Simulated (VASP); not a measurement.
# MnB6 (Cmmm) in VASP: relaxation of cell and atoms with PBE

Aim: the relaxation of cell and atoms of MnB6 with PBE.

All numbers are computed with VASP 6.6.1; they aren't measurements. Logs are shortened: lines on timing, memory, paths and dates and some standing lists are left out, and cuts for length are marked.

## (1) The cell of the first run

The structure is orthorhombic, space group Cmmm (No. 65). Conventional cell: a = 5.411 Å, b = 5.418 Å, c = 3.940 Å, α = 90.00°, β = 90.00°, γ = 90.00°. Mn (site symmetry mmm) has 12 B at 2.04 to 2.58 Å within 2.7 Å. Within 1.9 Å of B (site symmetry 2) lie 3 B at 1.43 to 1.87 Å. Within 2.6 Å of B (site symmetry m2m) lie 5 B at 1.87 to 2.08 Å and 2 Mn at 2.58 Å.

The cell was generated, and may not be a known phase.

## (2) Relaxation of cell and atoms, PBE, collinear spin, ferromagnetic start

INCAR reads:

```
ALGO     = Normal         # electronic algorithm
EDIFF    = 1E-7           # SCF threshold, eV
EDIFFG   = -0.08          # ionic threshold
ENCUT    = 600            # plane-wave cutoff, eV
GGA      = PE             # functional
IBRION   = 2              # ionic algorithm
ISIF     = 3              # what is computed and relaxed
ISMEAR   = 0              # smearing method
ISPIN    = 2              # spin polarisation
LASPH    = T              # aspherical terms in the spheres
LCHARG   = F              # write CHGCAR
LMAXMIX  = 4              # l up to which the mixer works
LORBIT   = 11             # projections on sites
LREAL    = F              # projectors in reciprocal space
LWAVE    = F              # write WAVECAR
MAGMOM   = 4 0 0 0 0 0 0  # initial moments
NELM     = 150            # most SCF steps
NSW      = 36             # ionic steps
PREC     = Accurate       # precision mode
SIGMA    = 0.2            # smearing width, eV
```

KPOINTS reads:

```
k-points
0
Gamma
  4 4 4
```

POSCAR reads:

```
MnB6
1.0
    2.7056146300     -2.7087597500      0.0000000000
    2.7056146300      2.7087597500      0.0000000000
    0.0000000000      0.0000000000      3.9396671200
Mn B
1 6
Direct
    0.0000000000      0.0000000000      0.0000000000
    0.0000000000      0.5000000000      0.1811721800
    0.5000000000      0.0000000000      0.8188278200
    0.0000000000      0.5000000000      0.8188278200
    0.5000000000      0.0000000000      0.1811721800
    0.6919392300      0.3080607700      0.5000000000
    0.3080607700      0.6919392300      0.5000000000
```

Potentials or basis: VASP PAW PBE potentials, release 64 (Mn_pv, B).

Launch:

```
> cat potpaw_PBE.64/Mn_pv/POTCAR potpaw_PBE.64/B/POTCAR > POTCAR
> mpirun -np 1 vasp_std > vasp.out
```

OUTCAR:

```text
EDIFF = 1E-7
   EDIFFG = -0.08
   ENCUT = 600
   GGA = PE
   IBRION = 2
   ISIF = 3
   ISMEAR = 0
   ISPIN = 2
   LASPH = T
   LORBIT = 11
   LREAL = F
   NELM = 150
   NSW = 36
   PREC = Accurate

 ion  position               nearest neighbor table
   1  0.000  0.000  0.000-   2 2.04   3 2.04   4 2.04   5 2.04   2 2.04   4 2.04   3 2.04   5 2.04
                             6 2.58   7 2.58   6 2.58   7 2.58
   2  0.000  0.500  0.181-   4 1.43   6 1.87   7 1.87   1 2.04   1 2.04
   3  0.500  0.000  0.819-   5 1.43   6 1.87   7 1.87   1 2.04   1 2.04
   4  0.000  0.500  0.819-   2 1.43   6 1.87   7 1.87   1 2.04   1 2.04
   5  0.500  0.000  0.181-   3 1.43   6 1.87   7 1.87   1 2.04   1 2.04
   6  0.692  0.308  0.500-   2 1.87   3 1.87   4 1.87   5 1.87   7 2.08   1 2.58   1 2.58
   7  0.308  0.692  0.500-   2 1.87   3 1.87   4 1.87   5 1.87   6 2.08   1 2.58   1 2.58

  LATTYP: Found a base centered orthorhombic cell.
 ALAT       =     5.4112292600
 B/A-ratio  =     1.0011624420
 C/A-ratio  =     0.7280540023

  Lattice vectors:

 A1 = (   2.7056146300,  -2.7087597500,   0.0000000000)
 A2 = (   2.7056146300,   2.7087597500,   0.0000000000)
 A3 = (   0.0000000000,   0.0000000000,   3.9396671200)

Analysis of symmetry for initial positions (statically):
=====================================================================
 Subroutine PRICEL returns:
 Original cell was already a primitive cell.

 Routine SETGRP: Setting up the symmetry group for a
 base centered orthorhombic supercell.

 Subroutine GETGRP returns: Found  8 space group operations
 (whereof  8 operations were pure point group operations)
 out of a pool of  8 trial point group operations.

The static configuration has the point symmetry D_2h.

Analysis of symmetry for dynamics (positions and initial velocities):
=====================================================================
 Subroutine PRICEL returns:
 Original cell was already a primitive cell.

 Routine SETGRP: Setting up the symmetry group for a
 base centered orthorhombic supercell.

 Subroutine GETGRP returns: Found  8 space group operations
 (whereof  8 operations were pure point group operations)
 out of a pool of  8 trial point group operations.

The dynamic configuration has the point symmetry D_2h.

Analysis of structural, dynamic, and magnetic symmetry:
=====================================================================
 Subroutine PRICEL returns:
 Original cell was already a primitive cell.

 Routine SETGRP: Setting up the symmetry group for a
 base centered orthorhombic supercell.

 Subroutine GETGRP returns: Found  8 space group operations
 (whereof  8 operations were pure point group operations)
 out of a pool of  8 trial point group operations.

The overall configuration has the point symmetry D_2h.

 Subroutine INISYM returns: Found  8 space group operations
 (whereof  8 operations are pure point group operations),
 and found     1 'primitive' translations

----------------------------------------------------------------------------------------

                                     Primitive cell

  volume of cell :      57.7465

  direct lattice vectors                    reciprocal lattice vectors
     2.705614630 -2.708759750  0.000000000     0.184800893 -0.184586322  0.000000000
     2.705614630  2.708759750  0.000000000     0.184800893  0.184586322  0.000000000
     0.000000000  0.000000000  3.939667120     0.000000000  0.000000000  0.253828552

  length of vectors
     3.828541486  3.828541486  3.939667120     0.261196249  0.261196249  0.253828552

  position of ions in fractional coordinates (direct lattice)
     0.000000000  0.000000000  0.000000000
     0.000000000  0.500000000  0.181172180
     0.500000000  0.000000000  0.818827820
     0.000000000  0.500000000  0.818827820
     0.500000000  0.000000000  0.181172180
     0.691939230  0.308060770  0.500000000
     0.308060770  0.691939230  0.500000000

  ion indices of the primitive-cell ions
[... 36 lines left out ...]
            Coordinates               Weight
  0.000000  0.000000  0.000000      1.000000
  0.250000 -0.000000  0.000000      4.000000
  0.500000 -0.000000  0.000000      2.000000
  0.250000  0.250000  0.000000      2.000000
  0.500000  0.250000  0.000000      4.000000
 -0.250000  0.250000  0.000000      2.000000
[... 13 lines left out ...]
 -0.250000  0.250000  0.500000      2.000000
  0.500000  0.500000  0.500000      1.000000
   k-points           NKPTS =     21   k-points in BZ     NKDIM =     21   number of bands    NBANDS=     21
   number of dos      NEDOS =    301   number of ions     NIONS =      7
   total plane-waves  NPLWV =  32768
   dimension x,y,z NGX =    32 NGY =   32 NGZ =   32
   dimension x,y,z NGXF=    64 NGYF=   64 NGZF=   64
   ions per type =               1   6
   NGX,Y,Z   is equivalent  to a cutoff of  13.90, 13.90, 13.50 a.u.
   NGXF,Y,Z  is equivalent  to a cutoff of  27.79, 27.79, 27.01 a.u.
 SYSTEM =  unknown system
   PREC   = accura    normal or accurate (medium, high low for compatibility)
   ISTART =      0    job   : 0-new  1-cont  2-samecut
   ICHARG =      2    charge: 1-file 2-atom 10-const
   ISPIN  =      2    spin polarized calculation?
   LNONCOLLINEAR =      F non collinear calculations
   LSORBIT =      F    spin-orbit coupling
   LASPH  =      T    aspherical Exc in radial PAW
   ENCUT  =  600.0 eV  44.10 Ry    6.64 a.u.   7.65  7.65  7.87*2*pi/ulx,y,z
   NELM   =    150;   NELMIN=  2; NELMDL= -5     # of ELM steps
   EDIFF  = 0.1E-06   stopping-criterion for ELM
   LREAL  =      F    real-space projection
   EDIFFG = -.8E-01   stopping-criterion for IOM
   NSW    =     36    number of steps for IOM
   IBRION =      2    ionic relax: 0-MD 1-quasi-New 2-CG
   NFREE  =      1    steps in history (QN), initial steepest desc. (CG)
   ISIF   =      3    stress and relaxation
   ISYM   =      2    0-nonsym 1-usesym 2-fastsym
   POTIM  = 0.5000    time-step for ionic-motion
   TEBEG  =    0.0;   TEEND  =   0.0 temperature during run
   PSTRESS=    0.0 pullay stress
   NELECT =      31.0000    total number of electrons
   NUPDOWN=      -1.0000    fix difference up-down
   EMIN   =  10.00;   EMAX   =-10.00  energy-range for DOS
   EFERMI =   0.00;   METHOD = LEGACY
   ISMEAR =     0;   SIGMA  =   0.20  broadening in eV -4-tet -1-fermi 0-gaus
   EFERMI_NEDOS =   21; number of points for ismear=-14 and -15
   IALGO  =     38    algorithm
   IMIX   =      4    mixing-type and parameters
     AMIX     =   0.40;   BMIX     =  1.00
     AMIX_MAG =   1.60;   BMIX_MAG =  1.00
  volume/ion in A,a.u.               =       8.25        55.67
  Fermi-wavevector in a.u.,A,eV,Ry     =   1.330516  2.514311 24.086022  1.770273
  Thomas-Fermi vector in A             =   2.459597
   LORBIT       =     11    0 simple, 1 ext, 2 COOP (PROOUT), +10 PAW based schemes
   GGA     = PE    functional components
   LHFCALC =     F    Hartree Fock is set to
   AEXX    =    0.0000 exact exchange contribution
   IVDW    =     0    specifies the selected vdW correction
   LEPSILON=     F    determine dielectric tensor
   LRPA    =     F    only Hartree local field effects (RPA)
 conjugate gradient relaxation of ions
 spin polarized calculation
 Gauss-broadening in eV      SIGMA  =   0.20
  energy-cutoff  :      600.00
  volume of cell :       57.75
 maximum number of plane-waves:      1960
 NGX is ok and might be reduce to    32
   NGX = 15   NGY = 15   NGZ = 15

--------------------------------------- Ionic step        1  -------------------------------------------

 number of electron      31.0000001 magnetization      -0.0002247

 number of electron      31.0000001 magnetization       0.0000137

 Free energy of the ion-electron system (eV)
  ---------------------------------------------------
  ext. energy  EPLUGINS =         0.00000000
  ---------------------------------------------------
  free energy    TOTEN  =       -44.24779374 eV

  energy without entropy =      -44.20729294  energy(sigma->0) =      -44.22754334

------------------------ aborting loop because EDIFF is reached ----------------------------------------

  FORCE on cell =-STRESS in cart. coord.  units (eV):
  Direction    XX          YY          ZZ          XY          YZ          ZX
  --------------------------------------------------------------------------------------
  -------------------------------------------------------------------------------------
  Total        4.8987173     -7.8219189      9.9503413      0.0000000      0.0000000      0.0000000
  in kB      135.9148813   -217.0190921    276.0721591      0.0000000      0.0000000      0.0000000
  external PRESSURE =      64.9893161 kB  Pullay stress =       0.0000000 kB
[... 104 lines left out ...]
  FREE ENERGIE OF THE ION-ELECTRON SYSTEM (eV)
  ---------------------------------------------------
  free  energy   TOTEN  =       -46.6636078969 eV

  energy  without entropy=      -46.5873305837  energy(sigma->0) =      -46.62546924

[... ionic steps 4 to 19 ...]

--------------------------------------- Ionic step       20  -------------------------------------------

 number of electron      31.0000002 magnetization       0.0000019

 number of electron      31.0000002 magnetization      -0.0000011
[... 83 lines left out ...]
 number of electron      31.0000001 magnetization      -0.0000048

 number of electron      31.0000001 magnetization       0.0000036

 Free energy of the ion-electron system (eV)
  ---------------------------------------------------
  ext. energy  EPLUGINS =         0.00000000
  ---------------------------------------------------
  free energy    TOTEN  =       -49.40202522 eV

  energy without entropy =      -49.37220072  energy(sigma->0) =      -49.38711297

 E-fermi :   7.4550     XC(G=0): -12.1190

 val. band max:        7.4472634933   @ k =   0.2500   0.2500   0.5000
 cond. band min:       7.6486463183   @ k =   0.5000   0.2500   0.0000
 fundamental gap:      0.2013828249
 Fermi energy:         7.4549841734

 spin component 1

 k-point     1 :       0.0000    0.0000    0.0000
  band No.  band energies     occupation
      1     -40.7250      1.00000
      2     -40.7202      1.00000
      3     -40.5984      1.00000
      4      -7.7285      1.00000
      5      -2.3887      1.00000
      6      -0.4256      1.00000
[... 493 lines left out ...]
     20      12.7569      0.00000
     21      14.9730      0.00000
 Fermi energy:         7.4549841734

 spin component 2

 k-point     1 :       0.0000    0.0000    0.0000
  band No.  band energies     occupation
      1     -40.7250      1.00000
      2     -40.7202      1.00000
      3     -40.5984      1.00000
      4      -7.7285      1.00000
      5      -2.3887      1.00000
      6      -0.4256      1.00000
[... 527 lines left out ...]
  FREE ENERGIE OF THE ION-ELECTRON SYSTEM (eV)
  ---------------------------------------------------
  free  energy   TOTEN  =       -49.4020252199 eV

  energy  without entropy=      -49.3722007171  energy(sigma->0) =      -49.38711297

 reached required accuracy - stopping structural energy minimisation

 total charge

# of ion       s       p       d       tot
------------------------------------------
    1        0.385   6.570   5.477  12.431
    2        0.682   1.219   0.000   1.901
    3        0.682   1.219   0.000   1.901
    4        0.682   1.219   0.000   1.901
    5        0.682   1.219   0.000   1.901
    6        0.695   1.374   0.000   2.068
    7        0.695   1.374   0.000   2.068
--------------------------------------------------
tot          4.501  14.193   5.477  24.170

 magnetization (x)

# of ion       s       p       d       tot
------------------------------------------
    1       -0.000  -0.000  -0.000  -0.000
    2        0.000   0.000   0.000   0.000
    3        0.000   0.000   0.000   0.000
    4        0.000   0.000   0.000   0.000
    5        0.000   0.000   0.000   0.000
    6        0.000   0.000   0.000   0.000
    7        0.000   0.000   0.000   0.000
--------------------------------------------------
tot         -0.000   0.000  -0.000  -0.000
```

It took 24 min on 1 thread of Intel Xeon 8259CL, shared host; peak memory 0.24 GiB.

What came out:

- Free energy: -49.4020 eV
- Relaxed volume: 7.67 Å³/atom
- Relaxed cell: a = 3.871 Å, b = 3.871 Å, c = 3.623 Å, α = 90.00°, β = 90.00°, γ = 81.76°
- Space group after relaxing (to 0.1 Å): Cmmm (No. 65)
- Energy gained by relaxing: 736.3 meV/atom
- Ionic steps: 22
- Pressure after relaxing: 0.0 GPa
- Largest force after relaxing: 0.031 eV/Å
- Net moment: 0.00 μB per cell
- Valence electrons inside the program's atomic spheres: Mn 12.43; B 1.90, 2.07 (each value once)

Forces on the atoms (eV/Å):
```
Mn   0.000  0.000  0.000
B    0.000  0.000  0.031
B    0.000  0.000 -0.031
B    0.000  0.000 -0.031
B    0.000  0.000  0.031
B    0.000  0.006  0.000
B    0.000 -0.006  0.000
```

Stress tensor (GPa, compression positive):
```
-0.17  0.00  0.00
 0.00  0.16  0.00
 0.00  0.00 -0.12
```

The path:
| step | energy change (eV) | largest force (eV/Å) | pressure (GPa) | volume (Å³) |
| --- | --- | --- | --- | --- |
| 1 | 0.0000 | 8.3289 | 6.50 | 57.75 |
| 2 | -1.9699 | 1.3271 | -15.65 | 60.35 |
| 3 | -2.4158 | 0.4667 | -17.80 | 59.08 |
| 4 | -4.2422 | 0.9538 | -2.19 | 52.29 |
| 5 | -4.3380 | 0.9889 | 3.34 | 50.85 |
| 6 | -4.3394 | 1.0502 | 4.30 | 50.63 |
| 7 | -4.4862 | 0.6109 | -3.89 | 51.43 |
| 8 | -4.5015 | 0.7170 | -2.25 | 51.24 |
| 9 | -4.5540 | 0.6105 | 1.20 | 50.69 |
| 10 | -4.6055 | 0.6109 | 8.66 | 49.67 |
| 11 | -4.6315 | 0.6233 | 8.45 | 49.76 |
| 12 | -4.7092 | 0.6560 | 7.91 | 50.02 |
| 13 | -4.8731 | 0.7516 | 6.90 | 50.54 |
| 14 | -5.0472 | 0.3896 | 5.26 | 51.59 |
| 15 | -5.0509 | 0.0871 | 5.48 | 51.34 |
| 16 | -5.0538 | 0.1014 | 5.38 | 51.44 |
| 17 | -5.1002 | 0.1056 | 1.82 | 52.36 |
| 18 | -5.1199 | 0.1867 | -3.60 | 53.95 |
| 19 | -5.1216 | 0.1540 | -2.52 | 53.61 |
| 20 | -5.1458 | 0.1318 | -0.53 | 53.53 |
| 21 | -5.1518 | 0.1068 | 1.12 | 53.45 |
| 22 | -5.1542 | 0.0315 | -0.04 | 53.71 |

Final structure:
```
Mn B
1.0
     2.92652   -2.53319    0.00000
     2.92652    2.53319    0.00000
     0.00000    0.00000    3.62267
Mn B
1 6
Direct
  0.00000 0.00000 0.00000
  0.00000 0.50000 0.25348
  0.50000 0.00000 0.74652
  0.00000 0.50000 0.74652
  0.50000 0.00000 0.25348
  0.80109 0.19891 0.50000
  0.19891 0.80109 0.50000
```

Caveat: the k points lie up to 0.43 Å⁻¹ apart in the final cell; the moments typed at the start vanished in this run.
